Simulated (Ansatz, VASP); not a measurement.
# Two plane-wave programs on Si16Ge

```xyz
17
Lattice="0.0000 5.4300 5.4300 5.4300 0.0000 5.4300 5.4300 5.4300 0.0000" Properties=species:S:1:pos:R:3 pbc="T T T"
Si   -0.0178   -0.0866   -0.0884
Si    1.6190    1.0987    1.0962
Si    2.8038    2.7357   -0.0887
Si    3.9904    4.1570    1.3255
Si    2.8035   -0.0867    2.7330
Si    3.9902    1.3269    4.1550
Si    5.1609    2.9858    2.9842
Si    6.8196    4.1569    4.1548
Si    0.2460    2.4697    2.4690
Si    1.2355    3.9503    3.9503
Si    2.5938    5.5511    2.5757
Si    4.1951    6.9106    3.9499
Si    2.5943    2.5766    5.5507
Si    4.1947    3.9502    6.9096
Si    5.5694    5.5512    5.5513
Si    6.5361    7.0398    7.0389
Ge    3.4152    4.7316    4.7300
```

Alike in both runs: functional PBE; k mesh 2 × 2 × 2; occupations gaussian, width 0.05 eV; no spin polarisation.

Ansatz relaxed the structure, and its values are those at the end. VASP's run is a single point on that final structure, the one shown.

|  | VASP | Ansatz |
| --- | --- | --- |
| version | VASP 6.6.1 | Ansatz 0.2.0 |
| potentials or method | VASP PAW PBE potentials, release 64 (Si, Ge_d), cutoff 520 eV | scalar-relativistic, plane waves, PAW |
| valence electrons in the cell | 78 | 78 |

Ansatz gave:

| Item | Value |
| --- | --- |
| rms of the force components (eV/Å) | 0.005 |

Question: Which values does VASP return?

Answer: rms of the force components (eV/Å): 0.006.

With one functional, cell and mesh, what is left measures potentials, basis and numerics.

The k mesh is coarse, so the values compare programs but aren't converged.
